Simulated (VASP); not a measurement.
# C (R-3m) in VASP: a series of runs

Runs on C. Level: PBEsol+D3(BJ). Tasks: single point.

Program: VASP 6.6.1. These are calculated values, not measurements. Logs are shortened: lines on timing, memory, paths and dates and some standing lists are left out, and cuts for length are marked.

### 1 The cell of the first run

The structure is trigonal, space group R-3m (No. 166). The conventional cell has a = 2.488 Å, b = 2.488 Å, c = 10.173 Å, α = 90.00°, β = 90.00°, γ = 120.00°. C (site symmetry 3m) has 3 C at 1.44 Å within 1.9 Å.

### 2 Single point, PBEsol+D3(BJ)

INCAR reads:

```
  ALGO = Normal
  EDIFF = 1E-6
  ENCUT = 520
  GGA = PS
  ISIF = 2
  ISMEAR = 1
  IVDW = 12
  LASPH = T
  LCHARG = F
  LREAL = F
  LWAVE = F
  NBANDS = 11
  NELM = 100
  PREC = Accurate
  SIGMA = 0.135
```

KPOINTS reads:

```
k-points
0
Gamma
  11 11 11
```

POSCAR reads:

```
C
1.0
    1.2441888357      0.7183327630      3.3910561253
   -1.2441888357      0.7183327630      3.3910561253
    0.0000000000     -1.4366655158      3.3910561253
C
2
Direct
    0.8360000000      0.8360000000      0.8360000000
    0.1640000000      0.1640000000      0.1640000000
```

Potentials or basis: VASP PAW PBE potentials, release 64 (C).

Started as:

```bash
> cat potpaw_PBE.64/C/POTCAR > POTCAR
> mpirun -np 1 vasp_std > vasp.out
```

OUTCAR:

```text
EDIFF = 1E-6
   ENCUT = 520
   GGA = PS
   ISIF = 2
   ISMEAR = 1
   IVDW = 12
   LASPH = T
   LREAL = F
   NELM = 100
   PREC = Accurate
 IVDW          = 12

 ion  position               nearest neighbor table
   1  0.836  0.836  0.836-   2 1.44   2 1.44   2 1.44
   2  0.164  0.164  0.164-   1 1.44   1 1.44   1 1.44

  LATTYP: Found a trigonal (rhomboedric) cell.
 ALAT       =     3.6828344332
 COS(alpha) =     0.7717355885

  Lattice vectors:

 A1 = (   1.2441888357,   0.7183327630,   3.3910561253)
 A2 = (  -1.2441888357,   0.7183327630,   3.3910561253)
 A3 = (   0.0000000000,  -1.4366655158,   3.3910561253)

Analysis of symmetry for initial positions (statically):
=====================================================================
 Subroutine PRICEL returns:
 Original cell was already a primitive cell.

 Routine SETGRP: Setting up the symmetry group for a
 trigonal (rhombohedral) supercell.

 Subroutine GETGRP returns: Found 12 space group operations
 (whereof 12 operations were pure point group operations)
 out of a pool of 12 trial point group operations.

The static configuration has the point symmetry D_3d.

Analysis of symmetry for dynamics (positions and initial velocities):
=====================================================================
 Subroutine PRICEL returns:
 Original cell was already a primitive cell.

 Routine SETGRP: Setting up the symmetry group for a
 trigonal (rhombohedral) supercell.

 Subroutine GETGRP returns: Found 12 space group operations
 (whereof 12 operations were pure point group operations)
 out of a pool of 12 trial point group operations.

The dynamic configuration has the point symmetry D_3d.

 Subroutine INISYM returns: Found 12 space group operations
 (whereof 12 operations are pure point group operations),
 and found     1 'primitive' translations

----------------------------------------------------------------------------------------

                                     Primitive cell

  volume of cell :      18.1844

  direct lattice vectors                    reciprocal lattice vectors
     1.244188836  0.718332763  3.391056125     0.401868258  0.232018747  0.098297793
    -1.244188836  0.718332763  3.391056125    -0.401868258  0.232018747  0.098297793
     0.000000000 -1.436665516  3.391056125     0.000000000 -0.464037494  0.098297794

  length of vectors
     3.682834433  3.682834433  3.682834431     0.474334536  0.474334536  0.474334536

  position of ions in fractional coordinates (direct lattice)
     0.836000000  0.836000000  0.836000000
     0.164000000  0.164000000  0.164000000

  ion indices of the primitive-cell ions
   primitive index   ion index
                 1           1
                 2           2

----------------------------------------------------------------------------------------

 KPOINTS: k-points

Automatic generation of k-mesh.
 Grid dimensions read from file:
 generate k-points for:   11   11   11

 Generating k-lattice:

  Cartesian coordinates                     Fractional coordinates (reciprocal lattice)
     0.036533478  0.021092613  0.008936163     0.090909091  0.000000000  0.000000000
    -0.036533478  0.021092613  0.008936163     0.000000000  0.090909091  0.000000000
     0.000000000 -0.042185227  0.008936163     0.000000000  0.000000000  0.090909091

  Length of vectors
     0.043121321  0.043121321  0.043121321

  Shift w.r.t. Gamma in fractional coordinates (k-lattice)
     0.000000000  0.000000000  0.000000000

 Subroutine IBZKPT returns following result:
 ===========================================

 Found    146 irreducible k-points:

 Following reciprocal coordinates:
            Coordinates               Weight
  0.000000  0.000000  0.000000      1.000000
  0.090909  0.000000  0.000000      6.000000
  0.181818  0.000000 -0.000000      6.000000
  0.272727  0.000000  0.000000      6.000000
  0.363636 -0.000000  0.000000      6.000000
  0.454545  0.000000  0.000000      6.000000
[... 16 lines left out ...]
 -0.272727  0.181818 -0.000000     12.000000
 -0.181818  0.181818  0.000000      6.000000
 [... further k-points ...]
   k-points           NKPTS =    146   k-points in BZ     NKDIM =    146   number of bands    NBANDS=     11
   number of dos      NEDOS =    301   number of ions     NIONS =      2
   total plane-waves  NPLWV =  21952
   dimension x,y,z NGX =    28 NGY =   28 NGZ =   28
   dimension x,y,z NGXF=    56 NGYF=   56 NGZF=   56
   ions per type =               2
   NGX,Y,Z   is equivalent  to a cutoff of  12.64, 12.64, 12.64 a.u.
   NGXF,Y,Z  is equivalent  to a cutoff of  25.28, 25.28, 25.28 a.u.
 SYSTEM =  unknown system
   PREC   = accura    normal or accurate (medium, high low for compatibility)
   ISTART =      0    job   : 0-new  1-cont  2-samecut
   ICHARG =      2    charge: 1-file 2-atom 10-const
   ISPIN  =      1    spin polarized calculation?
   LNONCOLLINEAR =      F non collinear calculations
   LSORBIT =      F    spin-orbit coupling
   LASPH  =      T    aspherical Exc in radial PAW
   ENCUT  =  520.0 eV  38.22 Ry    6.18 a.u.   6.85  6.85  6.85*2*pi/ulx,y,z
   NELM   =    100;   NELMIN=  2; NELMDL= -5     # of ELM steps
   EDIFF  = 0.1E-05   stopping-criterion for ELM
   LREAL  =      F    real-space projection
   EDIFFG = 0.1E-04   stopping-criterion for IOM
   NSW    =      0    number of steps for IOM
   IBRION =     -1    ionic relax: 0-MD 1-quasi-New 2-CG
   NFREE  =      0    steps in history (QN), initial steepest desc. (CG)
   ISIF   =      2    stress and relaxation
   ISYM   =      2    0-nonsym 1-usesym 2-fastsym
   POTIM  = 0.5000    time-step for ionic-motion
   TEBEG  =    0.0;   TEEND  =   0.0 temperature during run
   PSTRESS=    0.0 pullay stress
   NELECT =       8.0000    total number of electrons
   NUPDOWN=      -1.0000    fix difference up-down
   EMIN   =  10.00;   EMAX   =-10.00  energy-range for DOS
   EFERMI =   0.00;   METHOD = LEGACY
   ISMEAR =     1;   SIGMA  =   0.14  broadening in eV -4-tet -1-fermi 0-gaus
   EFERMI_NEDOS =   21; number of points for ismear=-14 and -15
   IALGO  =     38    algorithm
   IMIX   =      4    mixing-type and parameters
     AMIX     =   0.40;   BMIX     =  1.00
     AMIX_MAG =   1.60;   BMIX_MAG =  1.00
  volume/ion in A,a.u.               =       9.09        61.36
  Fermi-wavevector in a.u.,A,eV,Ry     =   1.245103  2.352904 21.092874  1.550283
  Thomas-Fermi vector in A             =   2.379341
   LORBIT       =      0    0 simple, 1 ext, 2 COOP (PROOUT), +10 PAW based schemes
   GGA     = PS    functional components
   LHFCALC =     F    Hartree Fock is set to
   AEXX    =    0.0000 exact exchange contribution
   IVDW    =    12    specifies the selected vdW correction
   LEPSILON=     F    determine dielectric tensor
   LRPA    =     F    only Hartree local field effects (RPA)
 non-spin polarized calculation
 Methfessel and Paxton  Order N= 1 SIGMA  =   0.14
  energy-cutoff  :      520.00
  volume of cell :       18.18
 maximum number of plane-waves:       511
   NGX = 13   NGY = 13   NGZ = 13

 number of electron       8.0000000 magnetization

 Free energy of the ion-electron system (eV)
  ---------------------------------------------------
  ext. energy  EPLUGINS =         0.00000000
  ---------------------------------------------------
  free energy    TOTEN  =       -19.24710624 eV

  energy without entropy =      -19.24718746  energy(sigma->0) =      -19.24713331

 E-fermi :   4.0505     XC(G=0): -10.4202

 val. band max:        3.9384169038   @ k =  -0.1818   0.4545   0.0909
 cond. band min:       4.8684685742   @ k =  -0.1818   0.4545   0.0909
 fundamental gap:      0.9300516705
 Fermi energy:         4.0505216634

 k-point     1 :       0.0000    0.0000    0.0000
  band No.  band energies     occupation
      1     -15.0382      2.00000
      2      -2.0685      2.00000
      3       1.3886      2.00000
      4       1.3886      2.00000
      5       8.3426      0.00000
      6      12.4935      0.00000
      7      12.4935      0.00000
      8      15.4246      0.00000
      9      16.4491      0.00000
     10      26.3924      0.00000
     11      29.4112      0.00000

 k-point     2 :       0.0909    0.0000    0.0000
  band No.  band energies     occupation
      1     -14.8416      2.00000
      2      -1.8717      2.00000
      3       0.6288      2.00000
      4       1.0012      2.00000
      5       8.6158      0.00000
      6      12.5622      0.00000
      7      13.2922      0.00000
      8      14.7830      0.00000
      9      16.8184      0.00000
     10      27.0036      0.00000
     11      27.9560      0.00000

 k-point     3 :       0.1818    0.0000   -0.0000
  band No.  band energies     occupation
      1     -14.2550      2.00000
      2      -1.3379      2.00000
      3      -1.1822      2.00000
      4       0.1283      2.00000
      5       9.4068      0.00000
      6      12.4342      0.00000
      7      13.1711      0.00000
      8      15.3674      0.00000
      9      17.9564      0.00000
     10      25.1912      0.00000
     11      27.5287      0.00000

 k-point     4 :       0.2727    0.0000    0.0000
  band No.  band energies     occupation
      1     -13.2881      2.00000
      2      -3.5603      2.00000
      3      -0.7865      2.00000
      4      -0.3210      2.00000
      5      10.1090      0.00000
      6      11.5163      0.00000
      7      12.2088      0.00000
      8      18.1537      0.00000
      9      19.3094      0.00000
     10      23.1464      0.00000
     11      25.8893      0.00000

 k-point     5 :       0.3636   -0.0000    0.0000
  band No.  band energies     occupation
      1     -11.9623      2.00000
      2      -5.9302      2.00000
      3      -1.4868      2.00000
      4       0.9391      2.00000
      5       8.2776      0.00000
      6      11.8400      0.00000
      7      12.9453      0.00000
      8      19.2140      0.00000
      9      21.0523      0.00000
     10      22.6819      0.00000
     11      24.8428      0.00000
[... 211 lines left out ...]
 k-point    21 :      -0.4545    0.1818   -0.0000
  band No.  band energies     occupation
      1      -9.7945      2.00000
      2      -7.6886      2.00000
      3      -3.9084      2.00000
      4       2.5468      2.00000
      5       6.2287     -0.00000
      6      14.5928      0.00000
      7      15.3814      0.00000
      8      16.9812      0.00000
      9      19.0674      0.00000
     10      22.5489      0.00000
     11      26.7185      0.00000

 k-point    22 :      -0.3636    0.1818   -0.0000
  band No.  band energies     occupation
      1      -9.8710      2.00000
      2      -7.6179      2.00000
      3      -3.9123      2.00000
      4       2.9565      2.00000
      5       5.9186     -0.00000
      6      14.5987      0.00000
      7      14.8893      0.00000
      8      16.2908      0.00000
      9      19.5096      0.00000
     10      23.2820      0.00000
     11      26.7745      0.00000

 k-point    23 :      -0.2727    0.1818   -0.0000
  band No.  band energies     occupation
      1     -11.4416      2.00000
      2      -5.6453      2.00000
      3      -3.4515      2.00000
      4       1.7555      2.00000
      5       7.5566      0.00000
      6      12.9263      0.00000
      7      14.7806      0.00000
      8      17.1292      0.00000
      9      18.0082      0.00000
     10      24.6670      0.00000
     11      25.7440      0.00000

 k-point    24 :      -0.1818    0.1818    0.0000
  band No.  band energies     occupation
      1     -12.7409      2.00000
      2      -3.8107      2.00000
      3      -2.3921      2.00000
      4       0.4569      2.00000
      5       9.4589      0.00000
      6      11.4006      0.00000
      7      14.5971      0.00000
      8      15.8412      0.00000
      9      19.2947      0.00000
     10      22.7873      0.00000
     11      27.0388      0.00000

 [... further k-points ...]

------------------------ aborting loop because EDIFF is reached ----------------------------------------

 Edisp (eV)   -0.21686

 E8    (eV) :    -0.1054

  FORCE on cell =-STRESS in cart. coord.  units (eV):
  Direction    XX          YY          ZZ          XY          YZ          ZX
  --------------------------------------------------------------------------------------
  -------------------------------------------------------------------------------------
  Total      -1.58356    -1.58356    -0.16717     0.00000    -0.00000     0.00000
  in kB    -139.52350  -139.52350   -14.72892     0.00000    -0.00000     0.00000
  external pressure =      -97.93 kB  Pullay stress =        0.00 kB

 VOLUME and BASIS-vectors are now :
 -----------------------------------------------------------------------------
  energy-cutoff  :      520.00
  volume of cell :       18.18
      direct lattice vectors                 reciprocal lattice vectors
     1.244188836  0.718332763  3.391056125     0.401868258  0.232018747  0.098297793
    -1.244188836  0.718332763  3.391056125    -0.401868258  0.232018747  0.098297793
     0.000000000 -1.436665516  3.391056125     0.000000000 -0.464037494  0.098297794

 POSITION                                       TOTAL-FORCE (eV/Angst)
 -----------------------------------------------------------------------------------
      0.00000      0.00000      8.50477         0.000000     -0.000000     -0.888514
      0.00000      0.00000      1.66840         0.000000      0.000000      0.888514
 -----------------------------------------------------------------------------------
    total drift:                                0.000000     -0.000000      0.000000

  FREE ENERGIE OF THE ION-ELECTRON SYSTEM (eV)
  ---------------------------------------------------
  free  energy   TOTEN  =       -19.4639687446 eV

  energy  without entropy=      -19.4640499650  energy(sigma->0) =      -19.46399582
```

Wall time 78 s (1 thread of AMD EPYC 7R13, shared host); peak memory 0.14 GiB.

What came out:

- Free energy: -19.4640 eV
- Pressure: -9.8 GPa
- Largest force: 0.889 eV/Å
- Band gap on the k mesh: 0.93 eV, direct
- Dispersion energy per atom: -0.108 eV

Forces in eV/Å, atoms in the order of the input:
```
C    0.000  0.000 -0.889
C    0.000  0.000  0.889
```

Stress tensor (GPa, compression positive):
```
-13.95   0.00   0.00
  0.00 -13.95   0.00
  0.00   0.00  -1.47
```

Levels at points of the mesh, in eV from the valence-band top:
| k point | band 2 | band 3 | band 4 | band 5 | band 6 | band 7 |
| --- | --- | --- | --- | --- | --- | --- |
| (0.00, 0.00, 0.00) | -6.01 | -2.55 | -2.55 | 4.40 | 8.56 | 8.56 |

Caveat: three body term missing; the PAW data sets were made with another functional, which shifts forces and pressure a little.

### 3 Single point, PBEsol+D3(BJ)

This run uses another cell than the first one, of 9.27 Å³/atom, 1.019 times its volume.

INCAR reads:

```
ALGO = Normal
EDIFF = 1E-6
ENCUT = 520
GGA = PS
ISIF = 2
ISMEAR = 1
IVDW = 12
LASPH = True
LCHARG = False
LREAL = False
LWAVE = False
NBANDS = 11
NELM = 80
PREC = Accurate
SIGMA = 0.134
```

KPOINTS is that of step 2.

POSCAR reads:

```
C
1.0
    1.2521138190      0.7229082542      3.4126557912
   -1.2521138190      0.7229082542      3.4126557912
    0.0000000000     -1.4458164983      3.4126557912
C
2
Direct
    0.8360000000      0.8360000000      0.8360000000
    0.1640000000      0.1640000000      0.1640000000
```

Potentials or basis: VASP PAW PBE potentials, release 64 (C).

Started as:

```bash
> cat potpaw_PBE.64/C/POTCAR > POTCAR
> mpirun -np 1 vasp_std > vasp.out
```

Run time: 90 s. Hardware: 1 thread of AMD EPYC 7R13, shared host; peak memory 0.14 GiB.

Results (log left out):

```yaml
Free_energy: -19.4377 eV
Pressure: -14.5 GPa
Largest_force: 0.895 eV/Å
Band_gap_on_the_k_mesh: 0.92 eV, direct
Dispersion_energy_per_atom: -0.107 eV
```

Forces in eV/Å, atoms in the order of the input:
```
C    0.000  0.000 -0.895
C    0.000  0.000  0.895
```

Stress tensor (GPa, compression positive):
```
-20.95   0.00   0.00
  0.00 -20.95   0.00
  0.00   0.00  -1.57
```

Levels at points of the mesh, in eV from the valence-band top:
| k point | band 2 | band 3 | band 4 | band 5 | band 6 | band 7 |
| --- | --- | --- | --- | --- | --- | --- |
| (0.00, 0.00, 0.00) | -5.91 | -2.56 | -2.56 | 4.43 | 8.43 | 8.43 |

Caveat: three body term missing; the PAW data sets were made with another functional, which shifts forces and pressure a little.
